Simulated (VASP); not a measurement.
ZnO (zincite):

```
CELL_PARAMETERS angstrom
3.18298 0.00000 0.00000
-1.59149 2.75654 0.00000
0.00000 0.00000 5.09944
ATOMIC_POSITIONS crystal
Zn 0.66667 0.33333 0.00000
Zn 0.33333 0.66667 0.50000
O 0.33333 0.66667 0.87901
O 0.66667 0.33333 0.37901
```

Base run:

| Quantity | Value |
| --- | --- |
| Program | VASP 6.6.1 |
| Functional | PBE |
| Potentials or basis | VASP PAW PBE potentials, release 64 (Zn, O) |
| Cutoff | 520 eV |
| k mesh | 9 × 9 × 5 |
| Occupations | fermi-dirac, width 0.05 eV |
| Spin | no spin polarisation |

Its results: band gap on the k mesh 0.88 eV, direct; pressure 17.0 GPa; largest force 0.097 eV/Å.

**Question.** The run is repeated on the same cell with these changes: functional from PBE to PBEsol. What comes out?

**Answer.** Band gap on the k mesh 0.77 eV, direct; pressure 9.6 GPa; largest force 0.088 eV/Å.

PBEsol binds more tightly than PBE, so the same cell stands under less pressure.

Caveats: the PAW data sets were made with another functional, which shifts forces and pressure a little (some runs).

